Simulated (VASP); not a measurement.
# H (I4/mmm) in VASP: notebook

H is run at these levels: LDA; tasks: single point.

All numbers are computed with VASP 6.6.1; they aren't measurements. Logs are shortened: lines on timing, memory, paths and dates and some standing lists are left out, and cuts for length are marked.

### 1 The cell of the first run

It takes space group I4/mmm (No. 139, tetragonal). Conventional cell: a = 3.383 Å, b = 3.383 Å, c = 4.117 Å, α = 90.00°, β = 90.00°, γ = 90.00°. H (site symmetry 4mm) has 1 H at 0.74 Å within 1.0 Å.

### 2 Single point, LDA

INCAR

```
PREC = Accurate
ENCUT = 520
EDIFF = 1E-6
ISMEAR = 0
SIGMA = 0.05
LREAL = F
LASPH = T
NELM = 100
ALGO = Normal
ISIF = 2
LWAVE = F
LCHARG = F
GGA = CA
NBANDS = 8
```

KPOINTS

```
Automatic mesh
0
Gamma
  10 10 10
```

POSCAR

```
H
1.0
   -1.6915344700      1.6915344700      2.0584739900
    1.6915344700     -1.6915344700      2.0584739900
    1.6915344700      1.6915344700     -2.0584739900
H
2
Direct
    0.9098622900      0.9098622900      0.0000000000
    0.0901377100      0.0901377100      0.0000000000
```

Potentials or basis: VASP PAW LDA potentials, release 64 (H).

Launch:

```sh
> cat potpaw_LDA.64/H/POTCAR > POTCAR
> mpirun -np 1 vasp_std > vasp.out
```

OUTCAR:

```text
PREC = Accurate
   ENCUT = 520
   EDIFF = 1E-6
   ISMEAR = 0
   LREAL = F
   LASPH = T
   NELM = 100
   ISIF = 2
   GGA = CA

 ion  position               nearest neighbor table
   1  0.910  0.910  0.000-   2 0.74
   2  0.090  0.090  0.000-   1 0.74

  LATTYP: Found a body centered tetragonal cell.
 ALAT       =     3.3830689400
 C/A-ratio  =     1.2169270130

  Lattice vectors:

 A1 = (  -1.6915344700,   1.6915344700,   2.0584739900)
 A2 = (   1.6915344700,  -1.6915344700,   2.0584739900)
 A3 = (   1.6915344700,   1.6915344700,  -2.0584739900)

Analysis of symmetry for initial positions (statically):
=====================================================================
 Subroutine PRICEL returns:
 Original cell was already a primitive cell.

 Routine SETGRP: Setting up the symmetry group for a
 body centered tetragonal supercell.

 Subroutine GETGRP returns: Found 16 space group operations
 (whereof 16 operations were pure point group operations)
 out of a pool of 16 trial point group operations.

The static configuration has the point symmetry D_4h.

Analysis of symmetry for dynamics (positions and initial velocities):
=====================================================================
 Subroutine PRICEL returns:
 Original cell was already a primitive cell.

 Routine SETGRP: Setting up the symmetry group for a
 body centered tetragonal supercell.

 Subroutine GETGRP returns: Found 16 space group operations
 (whereof 16 operations were pure point group operations)
 out of a pool of 16 trial point group operations.

The dynamic configuration has the point symmetry D_4h.

 Subroutine INISYM returns: Found 16 space group operations
 (whereof 16 operations are pure point group operations),
 and found     1 'primitive' translations

----------------------------------------------------------------------------------------

                                     Primitive cell

  volume of cell :      23.5596

  direct lattice vectors                    reciprocal lattice vectors
    -1.691534470  1.691534470  2.058473990     0.000000000  0.295589602  0.242898381
     1.691534470 -1.691534470  2.058473990     0.295589602  0.000000000  0.242898381
     1.691534470  1.691534470 -2.058473990     0.295589602  0.295589602  0.000000000

  length of vectors
     3.155929799  3.155929799  3.155929799     0.382587031  0.382587031  0.418026823

  position of ions in fractional coordinates (direct lattice)
     0.909862290  0.909862290  0.000000000
     0.090137710  0.090137710  0.000000000

  ion indices of the primitive-cell ions
   primitive index   ion index
                 1           1
                 2           2

----------------------------------------------------------------------------------------

 KPOINTS: Automatic mesh

Automatic generation of k-mesh.
 Grid dimensions read from file:
 generate k-points for:   10   10   10

 Generating k-lattice:

  Cartesian coordinates                     Fractional coordinates (reciprocal lattice)
     0.000000000  0.029558960  0.024289838     0.100000000  0.000000000  0.000000000
     0.029558960  0.000000000  0.024289838     0.000000000  0.100000000  0.000000000
     0.029558960  0.029558960  0.000000000     0.000000000  0.000000000  0.100000000

  Length of vectors
     0.038258703  0.038258703  0.041802682

  Shift w.r.t. Gamma in fractional coordinates (k-lattice)
     0.000000000  0.000000000  0.000000000

 Subroutine IBZKPT returns following result:
 ===========================================

 Found    102 irreducible k-points:

 Following reciprocal coordinates:
            Coordinates               Weight
  0.000000  0.000000  0.000000      1.000000
  0.100000 -0.000000  0.000000      8.000000
  0.200000 -0.000000  0.000000      8.000000
  0.300000 -0.000000  0.000000      8.000000
  0.400000 -0.000000  0.000000      8.000000
  0.500000  0.000000  0.000000      4.000000
[... 16 lines left out ...]
  0.300000  0.300000  0.000000      8.000000
  0.400000  0.300000  0.000000     16.000000
 [... further k-points ...]
   k-points           NKPTS =    102   k-points in BZ     NKDIM =    102   number of bands    NBANDS=      8
   number of dos      NEDOS =    301   number of ions     NIONS =      2
   total plane-waves  NPLWV =  13824
   dimension x,y,z NGX =    24 NGY =   24 NGZ =   24
   dimension x,y,z NGXF=    48 NGYF=   48 NGZF=   48
   ions per type =               2
   NGX,Y,Z   is equivalent  to a cutoff of  12.64, 12.64, 12.64 a.u.
   NGXF,Y,Z  is equivalent  to a cutoff of  25.29, 25.29, 25.29 a.u.
 SYSTEM =  unknown system
   PREC   = accura    normal or accurate (medium, high low for compatibility)
   ISTART =      0    job   : 0-new  1-cont  2-samecut
   ICHARG =      2    charge: 1-file 2-atom 10-const
   ISPIN  =      1    spin polarized calculation?
   LNONCOLLINEAR =      F non collinear calculations
   LSORBIT =      F    spin-orbit coupling
   LASPH  =      T    aspherical Exc in radial PAW
   ENCUT  =  520.0 eV  38.22 Ry    6.18 a.u.   5.87  5.87  5.87*2*pi/ulx,y,z
   NELM   =    100;   NELMIN=  2; NELMDL= -5     # of ELM steps
   EDIFF  = 0.1E-05   stopping-criterion for ELM
   LREAL  =      F    real-space projection
   EDIFFG = 0.1E-04   stopping-criterion for IOM
   NSW    =      0    number of steps for IOM
   IBRION =     -1    ionic relax: 0-MD 1-quasi-New 2-CG
   NFREE  =      0    steps in history (QN), initial steepest desc. (CG)
   ISIF   =      2    stress and relaxation
   ISYM   =      2    0-nonsym 1-usesym 2-fastsym
   POTIM  = 0.5000    time-step for ionic-motion
   TEBEG  =    0.0;   TEEND  =   0.0 temperature during run
   PSTRESS=    0.0 pullay stress
   NELECT =       2.0000    total number of electrons
   NUPDOWN=      -1.0000    fix difference up-down
   EMIN   =  10.00;   EMAX   =-10.00  energy-range for DOS
   EFERMI =   0.00;   METHOD = LEGACY
   ISMEAR =     0;   SIGMA  =   0.05  broadening in eV -4-tet -1-fermi 0-gaus
   EFERMI_NEDOS =   21; number of points for ismear=-14 and -15
   IALGO  =     38    algorithm
   IMIX   =      4    mixing-type and parameters
     AMIX     =   0.40;   BMIX     =  1.00
     AMIX_MAG =   1.60;   BMIX_MAG =  1.00
  volume/ion in A,a.u.               =      11.78        79.49
  Fermi-wavevector in a.u.,A,eV,Ry     =   0.719497  1.359653  7.043413  0.517676
  Thomas-Fermi vector in A             =   1.808708
   LORBIT       =      0    0 simple, 1 ext, 2 COOP (PROOUT), +10 PAW based schemes
   GGA     = CA    functional components
   LHFCALC =     F    Hartree Fock is set to
   AEXX    =    0.0000 exact exchange contribution
   IVDW    =     0    specifies the selected vdW correction
   LEPSILON=     F    determine dielectric tensor
   LRPA    =     F    only Hartree local field effects (RPA)
 non-spin polarized calculation
 Gauss-broadening in eV      SIGMA  =   0.05
  energy-cutoff  :      520.00
  volume of cell :       23.56
 maximum number of plane-waves:       646
   NGX = 11   NGY = 11   NGZ = 11

 number of electron       2.0000000 magnetization

 Free energy of the ion-electron system (eV)
  ---------------------------------------------------
  ext. energy  EPLUGINS =         0.00000000
  ---------------------------------------------------
  free energy    TOTEN  =        -6.76578410 eV

  energy without entropy =       -6.76578410  energy(sigma->0) =       -6.76578410

 E-fermi :  -7.7421     XC(G=0):  -5.9061

 val. band max:       -8.0312918583   @ k =   0.5000   0.5000   0.5000
 cond. band min:       0.2664256567   @ k =   0.5000   0.0000   0.0000
 fundamental gap:      8.2977175150
 Fermi energy:        -7.7420747372

 k-point     1 :       0.0000    0.0000    0.0000
  band No.  band energies     occupation
      1     -10.6018      2.00000
      2       5.0431      0.00000
      3       8.9164      0.00000
      4      15.0659      0.00000
      5      15.0659      0.00000
      6      16.8983      0.00000
      7      16.8983      0.00000
      8      18.3229      0.00000

 k-point     2 :       0.1000   -0.0000    0.0000
  band No.  band energies     occupation
      1     -10.4735      2.00000
      2       4.4997      0.00000
      3       9.0922      0.00000
      4      13.7186      0.00000
      5      14.2261      0.00000
      6      17.1066      0.00000
      7      17.6054      0.00000
      8      18.0421      0.00000

 k-point     3 :       0.2000   -0.0000    0.0000
  band No.  band energies     occupation
      1     -10.1122      2.00000
      2       3.2536      0.00000
      3       9.2639      0.00000
      4      11.8035      0.00000
      5      13.1568      0.00000
      6      16.7522      0.00000
      7      17.4554      0.00000
      8      18.2884      0.00000

 k-point     4 :       0.3000   -0.0000    0.0000
  band No.  band energies     occupation
      1      -9.6019      2.00000
      2       1.8425      0.00000
      3       8.9833      0.00000
      4      10.7583      0.00000
      5      12.3807      0.00000
      6      15.5240      0.00000
      7      16.7055      0.00000
      8      19.4645      0.00000

 k-point     5 :       0.4000   -0.0000    0.0000
  band No.  band energies     occupation
      1      -9.1153      2.00000
      2       0.7099      0.00000
      3       8.4592      0.00000
      4      10.4778      0.00000
      5      11.9301      0.00000
      6      14.7195      0.00000
      7      16.6280      0.00000
      8      18.4399      0.00000
[... 177 lines left out ...]
 k-point    22 :      -0.2000    0.2000    0.0000
  band No.  band energies     occupation
      1     -10.0349      2.00000
      2       3.8667      0.00000
      3       7.4482      0.00000
      4      12.5287      0.00000
      5      12.7536      0.00000
      6      13.4786      0.00000
      7      17.5383      0.00000
      8      20.1174      0.00000

 k-point    23 :       0.3000    0.3000    0.0000
  band No.  band energies     occupation
      1      -8.6754      2.00000
      2       1.3290      0.00000
      3       4.3933      0.00000
      4       9.2089      0.00000
      5      11.6384      0.00000
      6      16.8253      0.00000
      7      19.8725      0.00000
      8      20.0809      0.00000

 k-point    24 :       0.4000    0.3000    0.0000
  band No.  band energies     occupation
      1      -8.6028      2.00000
      2       1.8403      0.00000
      3       3.7293      0.00000
      4       8.9008      0.00000
      5      10.5459      0.00000
      6      17.5966      0.00000
      7      19.3494      0.00000
      8      21.4338      0.00000

 [... further k-points ...]

------------------------ aborting loop because EDIFF is reached ----------------------------------------

  FORCE on cell =-STRESS in cart. coord.  units (eV):
  Direction    XX          YY          ZZ          XY          YZ          ZX
  --------------------------------------------------------------------------------------
  -------------------------------------------------------------------------------------
  Total       -0.1317982     -0.1317982      0.5918220      0.0000000     -0.0000000      0.0000000
  in kB       -8.9629935     -8.9629935     40.2470985      0.0000000     -0.0000000      0.0000000
  external PRESSURE =       7.4403705 kB  Pullay stress =       0.0000000 kB

 VOLUME and BASIS-vectors are now :
 -----------------------------------------------------------------------------
  energy-cutoff  :      520.00
  volume of cell :       23.56
      direct lattice vectors                 reciprocal lattice vectors
    -1.691534470  1.691534470  2.058473990     0.000000000  0.295589602  0.242898381
     1.691534470 -1.691534470  2.058473990     0.295589602  0.000000000  0.242898381
     1.691534470  1.691534470 -2.058473990     0.295589602  0.295589602  0.000000000

 POSITION                                       TOTAL-FORCE (eV/Angst)
 -----------------------------------------------------------------------------------
      0.00000      0.00000      3.74586        -0.000000     -0.000000     -0.971101
      0.00000      0.00000      0.37109         0.000000      0.000000      0.971101
 -----------------------------------------------------------------------------------
    total drift:                               -0.000000      0.000000     -0.000000

  FREE ENERGIE OF THE ION-ELECTRON SYSTEM (eV)
  ---------------------------------------------------
  free  energy   TOTEN  =        -6.7657840993 eV

  energy  without entropy=       -6.7657840993  energy(sigma->0) =       -6.76578410
```

Run time: 6.8 s. Hardware: 1 thread of Intel Xeon Platinum 8488C (Sapphire Rapids), shared host; peak memory 0.12 GiB.

What came out:

- Free energy: -6.7658 eV
- Pressure: 0.7 GPa
- Largest force: 0.971 eV/Å
- Band gap on the k mesh: 8.30 eV, indirect (least direct gap 9.17 eV)

Forces on the atoms (eV/Å):
```
H    0.000  0.000 -0.971
H    0.000  0.000  0.971
```

A k mesh can miss the band edges.

### 3 Single point, LDA

INCAR

```
ALGO     = Normal         # electronic algorithm
EDIFF    = 1E-6           # SCF threshold, eV
ENCUT    = 520            # plane-wave cutoff, eV
ISIF     = 2              # what is computed and relaxed
ISMEAR   = 0              # smearing method
LASPH    = T              # aspherical terms in the spheres
LCHARG   = T              # write CHGCAR
LELF     = T              # ELF
LREAL    = F              # projectors in reciprocal space
LVHAR    = T            
LWAVE    = F              # write WAVECAR
NBANDS   = 8              # bands
NELM     = 80             # most SCF steps
PREC     = Accurate       # precision mode
SIGMA    = 0.05           # smearing width, eV
```

KPOINTS

```
k-points
0
Gamma
  10 10 10
```

POSCAR is that of step 2.

Potentials or basis: VASP PAW LDA potentials, release 64 (H).

Launch:

```sh
> cat potpaw_LDA.64/H/POTCAR > POTCAR
> mpirun -np 1 vasp_std > vasp.out
```

OUTCAR:

```text
EDIFF = 1E-6
   ENCUT = 520
   ISIF = 2
   ISMEAR = 0
   LASPH = T
   LREAL = F
   NELM = 80
   PREC = Accurate

 ion  position               nearest neighbor table
   1  0.910  0.910  0.000-   2 0.74
   2  0.090  0.090  0.000-   1 0.74

  LATTYP: Found a body centered tetragonal cell.
 ALAT       =     3.3830689400
 C/A-ratio  =     1.2169270130

  Lattice vectors:

 A1 = (  -1.6915344700,   1.6915344700,   2.0584739900)
 A2 = (   1.6915344700,  -1.6915344700,   2.0584739900)
[... 440 lines left out ...]
      3       3.7293      0.00000
      4       8.9008      0.00000
      5      10.5459      0.00000
      6      17.5966      0.00000
      7      19.3494      0.00000
      8      21.4338      0.00000

 [... further k-points ...]
[... 5 lines left out ...]
  --------------------------------------------------------------------------------------
  -------------------------------------------------------------------------------------
  Total       -0.1317982     -0.1317982      0.5918220      0.0000000     -0.0000000      0.0000000
  in kB       -8.9629935     -8.9629935     40.2470985      0.0000000     -0.0000000      0.0000000
  external PRESSURE =       7.4403705 kB  Pullay stress =       0.0000000 kB

 VOLUME and BASIS-vectors are now :
 -----------------------------------------------------------------------------
  energy-cutoff  :      520.00
  volume of cell :       23.56
      direct lattice vectors                 reciprocal lattice vectors
    -1.691534470  1.691534470  2.058473990     0.000000000  0.295589602  0.242898381
     1.691534470 -1.691534470  2.058473990     0.295589602  0.000000000  0.242898381
     1.691534470  1.691534470 -2.058473990     0.295589602  0.295589602  0.000000000

 POSITION                                       TOTAL-FORCE (eV/Angst)
 -----------------------------------------------------------------------------------
      0.00000      0.00000      3.74586        -0.000000     -0.000000     -0.971101
      0.00000      0.00000      0.37109         0.000000      0.000000      0.971101
 -----------------------------------------------------------------------------------
    total drift:                               -0.000000      0.000000     -0.000000

  FREE ENERGIE OF THE ION-ELECTRON SYSTEM (eV)
  ---------------------------------------------------
  free  energy   TOTEN  =        -6.7657840993 eV

  energy  without entropy=       -6.7657840993  energy(sigma->0) =       -6.76578410
```

Run time: 6.8 s. Hardware: 1 thread of Intel Xeon Platinum 8488C (Sapphire Rapids), shared host; peak memory 0.12 GiB.

Results:

| Property | Result |
| --- | --- |
| Free energy | -6.7658 eV |
| Pressure | 0.7 GPa |
| Largest force | 0.971 eV/Å |
| Band gap on the k mesh | 8.30 eV, indirect (least direct gap 9.17 eV) |

Forces in eV/Å, atoms in the order of the input:
```
H    0.000  0.000 -0.971
H    0.000  0.000  0.971
```

Levels at points of the mesh, in eV from the valence-band top:
```tsv
k point	band 1	band 2	band 3	band 4	band 5
(0.00, 0.00, 0.00)	-2.57	13.07	16.95	23.10	23.10
(0.50, 0.00, 0.00)	-0.87	8.30	16.27	18.46	19.82
(0.50, 0.50, 0.00)	-0.64	9.99	13.76	15.52	18.40
(0.50, 0.50, 0.50)	0.00	9.67	14.77	15.54	15.54
```

A k mesh can miss the band edges.
